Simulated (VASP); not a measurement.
# Ca (P6_3/mmc) in VASP: further runs

Ca is run at these levels: LDA; tasks: single point.

Everything below comes from runs of VASP 6.6.1. Logs are shortened: lines on timing, memory, paths and dates and some standing lists are left out, and cuts for length are marked.

**1. The cell of the first run**

It takes space group P6_3/mmc (No. 194, hexagonal). Conventional cell: a = 3.463 Å, b = 3.463 Å, c = 5.746 Å, α = 90.00°, β = 90.00°, γ = 120.00°. Within 4.6 Å of Ca (site symmetry -6m2) lie 12 Ca at 3.46 to 3.50 Å.

This isn't the form of Ca at room conditions, which is fcc.

**2. Single point, LDA**

Input file INCAR:

```
PREC = Accurate
ENCUT = 520
EDIFF = 1E-6
ISMEAR = -1
SIGMA = 0.05
LREAL = False
LASPH = True
NELM = 80
ALGO = Normal
ISIF = 2
LWAVE = False
LCHARG = False
NBANDS = 17
```

Input file KPOINTS:

```
Automatic mesh
0
Gamma
  12 12 6
```

Input file POSCAR:

```
Ca
1.0
    3.4631138672      0.0000000000      0.0000000000
   -1.7315569336      2.9991445852      0.0000000000
    0.0000000000      0.0000000000      5.7464457788
Ca
2
Direct
    0.3333333333      0.6666666667      0.2500000000
    0.6666666667      0.3333333333      0.7500000000
```

Potentials or basis: VASP PAW LDA potentials, release 64 (Ca_sv).

On the command line:

```sh
> cat potpaw_LDA.64/Ca_sv/POTCAR > POTCAR
> mpirun -np 1 vasp_std > vasp.out
```

OUTCAR:

```text
PREC = Accurate
   ENCUT = 520
   EDIFF = 1E-6
   ISMEAR = -1
   LREAL = False
   LASPH = True
   NELM = 80
   ISIF = 2

 ion  position               nearest neighbor table
   1  0.333  0.667  0.250-
   2  0.667  0.333  0.750-

  LATTYP: Found a hexagonal cell.
 ALAT       =     3.4631138672
 C/A-ratio  =     1.6593291469

  Lattice vectors:

 A1 = (   3.4631138672,   0.0000000000,   0.0000000000)
 A2 = (  -1.7315569336,   2.9991445852,   0.0000000000)
 A3 = (   0.0000000000,   0.0000000000,   5.7464457788)

Analysis of symmetry for initial positions (statically):
=====================================================================
 Subroutine PRICEL returns:
 Original cell was already a primitive cell.

 Routine SETGRP: Setting up the symmetry group for a
 hexagonal supercell.

 Subroutine GETGRP returns: Found 24 space group operations
 (whereof 12 operations were pure point group operations)
 out of a pool of 24 trial point group operations.

The static configuration has the point symmetry D_3d.
 The point group associated with its full space group is D_6h.

Analysis of symmetry for dynamics (positions and initial velocities):
=====================================================================
 Subroutine PRICEL returns:
 Original cell was already a primitive cell.

 Routine SETGRP: Setting up the symmetry group for a
 hexagonal supercell.

 Subroutine GETGRP returns: Found 24 space group operations
 (whereof 12 operations were pure point group operations)
 out of a pool of 24 trial point group operations.

The dynamic configuration has the point symmetry D_3d.
 The point group associated with its full space group is D_6h.

 Subroutine INISYM returns: Found 24 space group operations
 (whereof 12 operations are pure point group operations),
 and found     1 'primitive' translations

----------------------------------------------------------------------------------------

                                     Primitive cell

  volume of cell :      59.6848

  direct lattice vectors                    reciprocal lattice vectors
     3.463113867  0.000000000  0.000000000     0.288757470  0.166714203  0.000000000
    -1.731556934  2.999144585  0.000000000     0.000000000  0.333428407  0.000000000
     0.000000000  0.000000000  5.746445779     0.000000000  0.000000000  0.174020610

  length of vectors
     3.463113867  3.463113867  5.746445779     0.333428407  0.333428407  0.174020610

  position of ions in fractional coordinates (direct lattice)
     0.333333333  0.666666667  0.250000000
     0.666666667  0.333333333  0.750000000

  ion indices of the primitive-cell ions
   primitive index   ion index
                 1           1
                 2           2

----------------------------------------------------------------------------------------

 KPOINTS: Automatic mesh

Automatic generation of k-mesh.
 Grid dimensions read from file:
 generate k-points for:   12   12    6

 Generating k-lattice:

  Cartesian coordinates                     Fractional coordinates (reciprocal lattice)
     0.024063123  0.013892850  0.000000000     0.083333333 -0.000000000  0.000000000
     0.000000000  0.027785701  0.000000000     0.000000000  0.083333333  0.000000000
     0.000000000  0.000000000  0.029003435     0.000000000  0.000000000  0.166666667

  Length of vectors
     0.027785701  0.027785701  0.029003435

  Shift w.r.t. Gamma in fractional coordinates (k-lattice)
     0.000000000  0.000000000  0.000000000

 Subroutine IBZKPT returns following result:
 ===========================================

 Found     76 irreducible k-points:

 Following reciprocal coordinates:
            Coordinates               Weight
  0.000000  0.000000  0.000000      1.000000
  0.083333  0.000000  0.000000      6.000000
  0.166667  0.000000  0.000000      6.000000
  0.250000  0.000000  0.000000      6.000000
  0.333333  0.000000  0.000000      6.000000
  0.416667  0.000000  0.000000      6.000000
[... 16 lines left out ...]
  0.250000  0.000000  0.166667     12.000000
  0.333333  0.000000  0.166667     12.000000
 [... further k-points ...]
   k-points           NKPTS =     76   k-points in BZ     NKDIM =     76   number of bands    NBANDS=     17
   number of dos      NEDOS =    301   number of ions     NIONS =      2
   total plane-waves  NPLWV =  37632
   dimension x,y,z NGX =    28 NGY =   28 NGZ =   48
   dimension x,y,z NGXF=    56 NGYF=   56 NGZF=   96
   ions per type =               2
   NGX,Y,Z   is equivalent  to a cutoff of  13.44, 13.44, 13.89 a.u.
   NGXF,Y,Z  is equivalent  to a cutoff of  26.88, 26.88, 27.77 a.u.
 SYSTEM =  unknown system
   PREC   = accura    normal or accurate (medium, high low for compatibility)
   ISTART =      0    job   : 0-new  1-cont  2-samecut
   ICHARG =      2    charge: 1-file 2-atom 10-const
   ISPIN  =      1    spin polarized calculation?
   LNONCOLLINEAR =      F non collinear calculations
   LSORBIT =      F    spin-orbit coupling
   LASPH  =      T    aspherical Exc in radial PAW
   ENCUT  =  520.0 eV  38.22 Ry    6.18 a.u.   6.44  6.44 10.68*2*pi/ulx,y,z
   NELM   =     80;   NELMIN=  2; NELMDL= -5     # of ELM steps
   EDIFF  = 0.1E-05   stopping-criterion for ELM
   LREAL  =      F    real-space projection
   EDIFFG = 0.1E-04   stopping-criterion for IOM
   NSW    =      0    number of steps for IOM
   IBRION =     -1    ionic relax: 0-MD 1-quasi-New 2-CG
   NFREE  =      0    steps in history (QN), initial steepest desc. (CG)
   ISIF   =      2    stress and relaxation
   ISYM   =      2    0-nonsym 1-usesym 2-fastsym
   POTIM  = 0.5000    time-step for ionic-motion
   TEBEG  =    0.0;   TEEND  =   0.0 temperature during run
   PSTRESS=    0.0 pullay stress
   NELECT =      20.0000    total number of electrons
   NUPDOWN=      -1.0000    fix difference up-down
   EMIN   =  10.00;   EMAX   =-10.00  energy-range for DOS
   EFERMI =   0.00;   METHOD = LEGACY
   ISMEAR =    -1;   SIGMA  =   0.05  broadening in eV -4-tet -1-fermi 0-gaus
   EFERMI_NEDOS =   21; number of points for ismear=-14 and -15
   IALGO  =     38    algorithm
   IMIX   =      4    mixing-type and parameters
     AMIX     =   0.40;   BMIX     =  1.00
     AMIX_MAG =   1.60;   BMIX_MAG =  1.00
  volume/ion in A,a.u.               =      29.84       201.39
  Fermi-wavevector in a.u.,A,eV,Ry     =   1.137096  2.148799 17.592150  1.292987
  Thomas-Fermi vector in A             =   2.273801
   LORBIT       =      0    0 simple, 1 ext, 2 COOP (PROOUT), +10 PAW based schemes
   GGA     = CA    functional components
   LHFCALC =     F    Hartree Fock is set to
   AEXX    =    0.0000 exact exchange contribution
   IVDW    =     0    specifies the selected vdW correction
   LEPSILON=     F    determine dielectric tensor
   LRPA    =     F    only Hartree local field effects (RPA)
 non-spin polarized calculation
  energy-cutoff  :      520.00
  volume of cell :       59.68
 maximum number of plane-waves:      1637
 NGX is ok and might be reduce to    28
   NGX = 13   NGY = 13   NGZ = 21

 number of electron      20.0000001 magnetization

 Free energy of the ion-electron system (eV)
  ---------------------------------------------------
  ext. energy  EPLUGINS =         0.00000000
  ---------------------------------------------------
  free energy    TOTEN  =        -4.09721093 eV

  energy without entropy =       -4.07625214  energy(sigma->0) =       -4.08673154

 E-fermi :   3.3461     XC(G=0):  -9.1657

 val. band max:        3.3458145722   @ k =   0.3333   0.3333   0.1667
 cond. band min:       3.3491821335   @ k =   0.3333   0.1667   0.0000
 fundamental gap:      0.0033675613
 Fermi energy:         3.3461104022

 k-point     1 :       0.0000    0.0000    0.0000
  band No.  band energies     occupation
      1     -37.4689      2.00000
      2     -37.4044      2.00000
      3     -19.0162      2.00000
      4     -18.6178      2.00000
      5     -18.6178      2.00000
      6     -18.5620      2.00000
[... 9 lines left out ...]
     16       6.4222      0.00000
     17       7.0614      0.00000

 k-point     2 :       0.0833    0.0000    0.0000
  band No.  band energies     occupation
      1     -37.4647      2.00000
      2     -37.4022      2.00000
      3     -19.0052      2.00000
      4     -18.6438      2.00000
      5     -18.6256      2.00000
      6     -18.5890      2.00000
[... 9 lines left out ...]
     16       6.5378      0.00000
     17       6.8705      0.00000

 k-point     3 :       0.1667    0.0000    0.0000
  band No.  band energies     occupation
      1     -37.4530      2.00000
      2     -37.3962      2.00000
      3     -18.9740      2.00000
      4     -18.7153      2.00000
      5     -18.6610      2.00000
      6     -18.6466      2.00000
[... 9 lines left out ...]
     16       6.4579      0.00000
     17       6.6777      0.00000

 k-point     4 :       0.2500    0.0000    0.0000
  band No.  band energies     occupation
      1     -37.4365      2.00000
      2     -37.3885      2.00000
      3     -18.9273      2.00000
      4     -18.8136      2.00000
      5     -18.7556      2.00000
      6     -18.6740      2.00000
[... 9 lines left out ...]
     16       6.8610      0.00000
     17       7.0163      0.00000
[... 343 lines left out ...]
      1     -37.4492      2.00000
      2     -37.4000      2.00000
      3     -18.9519      2.00000
      4     -18.7084      2.00000
      5     -18.6768      2.00000
      6     -18.6419      2.00000
[... 9 lines left out ...]
     16       6.6733      0.00000
     17       6.9580      0.00000

 k-point    23 :       0.2500    0.0000    0.1667
  band No.  band energies     occupation
      1     -37.4333      2.00000
      2     -37.3917      2.00000
      3     -18.9223      2.00000
      4     -18.7976      2.00000
      5     -18.7665      2.00000
      6     -18.6687      2.00000
[... 9 lines left out ...]
     16       7.0329      0.00000
     17       7.0745      0.00000

 k-point    24 :       0.3333    0.0000    0.1667
  band No.  band energies     occupation
      1     -37.4163      2.00000
      2     -37.3843      2.00000
      3     -18.9397      2.00000
      4     -18.8703      2.00000
      5     -18.8162      2.00000
      6     -18.6947      2.00000
[... 9 lines left out ...]
     16       7.4923      0.00000
     17       7.6507      0.00000

 [... further k-points ...]

------------------------ aborting loop because EDIFF is reached ----------------------------------------

  FORCE on cell =-STRESS in cart. coord.  units (eV):
  Direction    XX          YY          ZZ          XY          YZ          ZX
  --------------------------------------------------------------------------------------
  -------------------------------------------------------------------------------------
  Total        2.5659306      2.5659306      2.5609725     -0.0000000      0.0000000      0.0000000
  in kB       68.8798205     68.8798205     68.7467232     -0.0000000      0.0000000      0.0000000
  external PRESSURE =      68.8354547 kB  Pullay stress =       0.0000000 kB

 VOLUME and BASIS-vectors are now :
 -----------------------------------------------------------------------------
  energy-cutoff  :      520.00
  volume of cell :       59.68
      direct lattice vectors                 reciprocal lattice vectors
     3.463113867  0.000000000  0.000000000     0.288757470  0.166714203  0.000000000
    -1.731556934  2.999144585  0.000000000     0.000000000  0.333428407  0.000000000
     0.000000000  0.000000000  5.746445779     0.000000000  0.000000000  0.174020610

 POSITION                                       TOTAL-FORCE (eV/Angst)
 -----------------------------------------------------------------------------------
     -0.00000      1.99943      1.43661         0.000000     -0.000000      0.000000
      1.73156      0.99971      4.30983        -0.000000      0.000000      0.000000
 -----------------------------------------------------------------------------------
    total drift:                               -0.000000      0.000000     -0.000000

  FREE ENERGIE OF THE ION-ELECTRON SYSTEM (eV)
  ---------------------------------------------------
  free  energy   TOTEN  =        -4.0972109328 eV

  energy  without entropy=       -4.0762521424  energy(sigma->0) =       -4.08673154
```

Run time: 72 s. Hardware: 1 thread of Intel Xeon Platinum 8259CL at 2.50GHz (Skylake/Cascade Lake), shared host; peak memory 0.2 GiB.

Results:

```yaml
Free_energy: -4.0972 eV
Pressure: 6.9 GPa
Band_gap_on_the_k_mesh: zero (bands 10 and 11 overlap by 0.33 eV)
```

Caveat: the cell stands under pressure.

**3. Single point, LDA (29.84 Å³/atom)**

Input file INCAR:

```
SYSTEM = Ca
ALGO = Normal ; EDIFF = 1E-6
ENCUT = 520 ; ISIF = 2
ISMEAR = -1 ; LASPH = .TRUE.
LCHARG = .TRUE. ; LELF = .TRUE.
LREAL = .FALSE. ; LVHAR = .TRUE.
LWAVE = .FALSE. ; NBANDS = 17
NELM = 60 ; PREC = Accurate
SIGMA = 0.05
```

Input file KPOINTS:

```
k-points
0
G
  12 12 6
  0 0 0
```

POSCAR is that of step 2.

Potentials or basis: VASP PAW LDA potentials, release 64 (Ca_sv).

On the command line:

```sh
> cat potpaw_LDA.64/Ca_sv/POTCAR > POTCAR
> mpirun -np 1 vasp_std > vasp.out
```

OUTCAR:

```text
SYSTEM = Ca
   EDIFF = 1E-6
   ENCUT = 520
   ISIF = 2
   ISMEAR = -1
   LASPH = .TRUE.
   LREAL = .FALSE.
   NELM = 60
   PREC = Accurate

 ion  position               nearest neighbor table
   1  0.333  0.667  0.250-
   2  0.667  0.333  0.750-

  LATTYP: Found a hexagonal cell.
 ALAT       =     3.4631138672
 C/A-ratio  =     1.6593291469

  Lattice vectors:

 A1 = (   3.4631138672,   0.0000000000,   0.0000000000)
 A2 = (  -1.7315569336,   2.9991445852,   0.0000000000)
 A3 = (   0.0000000000,   0.0000000000,   5.7464457788)

Analysis of symmetry for initial positions (statically):
=====================================================================
 Subroutine PRICEL returns:
 Original cell was already a primitive cell.

 Routine SETGRP: Setting up the symmetry group for a
 hexagonal supercell.

 Subroutine GETGRP returns: Found 24 space group operations
 (whereof 12 operations were pure point group operations)
 out of a pool of 24 trial point group operations.

The static configuration has the point symmetry D_3d.
 The point group associated with its full space group is D_6h.

Analysis of symmetry for dynamics (positions and initial velocities):
[... 162 lines left out ...]
 val. band max:        3.3458145722   @ k =   0.3333   0.3333   0.1667
 cond. band min:       3.3491821335   @ k =   0.3333   0.1667   0.0000
 fundamental gap:      0.0033675613
 Fermi energy:         3.3461104022

 k-point     1 :       0.0000    0.0000    0.0000
  band No.  band energies     occupation
      1     -37.4689      2.00000
      2     -37.4044      2.00000
      3     -19.0162      2.00000
      4     -18.6178      2.00000
      5     -18.6178      2.00000
      6     -18.5620      2.00000
[... 457 lines left out ...]
      4     -18.8703      2.00000
      5     -18.8162      2.00000
      6     -18.6947      2.00000
[... 9 lines left out ...]
     16       7.4923      0.00000
     17       7.6507      0.00000

 [... further k-points ...]

------------------------ aborting loop because EDIFF is reached ----------------------------------------

  FORCE on cell =-STRESS in cart. coord.  units (eV):
  Direction    XX          YY          ZZ          XY          YZ          ZX
  --------------------------------------------------------------------------------------
  -------------------------------------------------------------------------------------
  Total        2.5659306      2.5659306      2.5609725     -0.0000000      0.0000000      0.0000000
  in kB       68.8798205     68.8798205     68.7467232     -0.0000000      0.0000000      0.0000000
  external PRESSURE =      68.8354547 kB  Pullay stress =       0.0000000 kB

 VOLUME and BASIS-vectors are now :
 -----------------------------------------------------------------------------
  energy-cutoff  :      520.00
  volume of cell :       59.68
      direct lattice vectors                 reciprocal lattice vectors
     3.463113867  0.000000000  0.000000000     0.288757470  0.166714203  0.000000000
    -1.731556934  2.999144585  0.000000000     0.000000000  0.333428407  0.000000000
     0.000000000  0.000000000  5.746445779     0.000000000  0.000000000  0.174020610

 POSITION                                       TOTAL-FORCE (eV/Angst)
 -----------------------------------------------------------------------------------
     -0.00000      1.99943      1.43661         0.000000     -0.000000      0.000000
      1.73156      0.99971      4.30983        -0.000000      0.000000      0.000000
 -----------------------------------------------------------------------------------
    total drift:                               -0.000000      0.000000     -0.000000

  FREE ENERGIE OF THE ION-ELECTRON SYSTEM (eV)
  ---------------------------------------------------
  free  energy   TOTEN  =        -4.0972109328 eV

  energy  without entropy=       -4.0762521424  energy(sigma->0) =       -4.08673154
```

OSZICAR:

```text
N       E                     dE             d eps       ncg     rms          rms(c)
DAV:   1     0.178676176540E+03    0.17868E+03   -0.10395E+04  2584   0.112E+03
DAV:   2     0.536927779331E+01   -0.17331E+03   -0.17079E+03  2898   0.330E+02
DAV:   3    -0.393830327870E+01   -0.93076E+01   -0.92524E+01  4973   0.579E+01
DAV:   4    -0.416880121955E+01   -0.23050E+00   -0.22999E+00  2892   0.951E+00
DAV:   5    -0.417844763868E+01   -0.96464E-02   -0.96414E-02  4336   0.125E+00    0.281E+00
DAV:   6    -0.412025479544E+01    0.58193E-01   -0.37575E-02  2983   0.174E+00    0.167E+00
DAV:   7    -0.409782035303E+01    0.22434E-01   -0.45216E-02  3304   0.196E+00    0.140E-01
DAV:   8    -0.409719280085E+01    0.62755E-03   -0.40277E-03  3083   0.533E-01    0.234E-02
DAV:   9    -0.409721023881E+01   -0.17438E-04   -0.31864E-04  4459   0.104E-01    0.266E-02
DAV:  10    -0.409721112992E+01   -0.89111E-06   -0.17245E-05  3001   0.469E-02    0.885E-03
DAV:  11    -0.409721093279E+01    0.19713E-06   -0.26793E-06  2975   0.179E-02
   1 F= -.40972109E+01 E0= -.40867315E+01  d E =-.209588E-01
```

stdout:

```text
POSCAR found type information on POSCAR Ca
 POSCAR found :  1 types and       2 ions
 scaLAPACK will be used
 LDA part: xc-table for (Slater(with rela. corr.)+CA(PZ))
 , standard interpolation
 POSCAR, INCAR and KPOINTS ok, starting setup
 FFT: planning ... GRIDC
 FFT: planning ... GRID_SOFT
 FFT: planning ... GRID
 WAVECAR not read
 entering main loop
```

Run time: 74 s. Hardware: 1 thread of Intel Xeon Platinum 8259CL at 2.50GHz (Skylake/Cascade Lake), shared host; peak memory 0.2 GiB.

What came out:

| Item | Value |
| --- | --- |
| Free energy | -4.0972 eV |
| Pressure | 6.9 GPa |
| Band gap on the k mesh | zero (bands 10 and 11 overlap by 0.33 eV) |

Caveat: the cell stands under pressure.

**4. Single point, LDA (29.84 Å³/atom)**

Input file INCAR:

```
SYSTEM = Ca
  PREC = Accurate
  ENCUT = 520
  EDIFF = 1E-7
  ISMEAR = -1
  SIGMA = 0.05
  LREAL = .FALSE.
  LASPH = .TRUE.
  NELM = 80
  ALGO = Normal
  ISIF = 2
  LWAVE = .FALSE.
  LCHARG = .TRUE.
  GGA = CA
  LELF = .TRUE.
  LVHAR = .TRUE.
  NBANDS = 17
```

Input file KPOINTS:

```
regular mesh
0
G
  12 12 6
  0 0 0
```

POSCAR is that of step 3.

On the command line:

```sh
> cat potpaw_LDA.64/Ca_sv/POTCAR > POTCAR
> mpirun -np 1 vasp_std > vasp.out
```

Wall time 68 s (1 thread of Intel Xeon Platinum 8259CL at 2.50GHz (Skylake/Cascade Lake), shared host); peak memory 0.2 GiB.

Results (log left out):

```yaml
Free_energy: -4.0972 eV
Pressure: 6.9 GPa
Band_gap_on_the_k_mesh: zero (bands 10 and 11 overlap by 0.33 eV)
```

Levels at points of the mesh, in eV from the Fermi level:
| k point | band 7 | band 8 | band 9 | band 10 | band 11 | band 12 | band 13 | band 14 |
| --- | --- | --- | --- | --- | --- | --- | --- | --- |
| (0.00, 0.00, 0.00) | -21.91 | -21.90 | -4.57 | -1.27 | 0.31 | 2.53 | 2.64 | 2.64 |
| (0.50, 0.00, 0.00) | -22.00 | -21.97 | -1.11 | -0.54 | -0.13 | 0.29 | 1.72 | 2.41 |
| (0.00, 0.00, 0.50) | -21.94 | -21.94 | -3.26 | -3.26 | 1.48 | 1.48 | 2.63 | 2.63 |
| (0.50, 0.00, 0.50) | -22.02 | -22.02 | -0.96 | -0.96 | 0.52 | 0.52 | 1.67 | 1.67 |

Caveat: the cell stands under pressure.
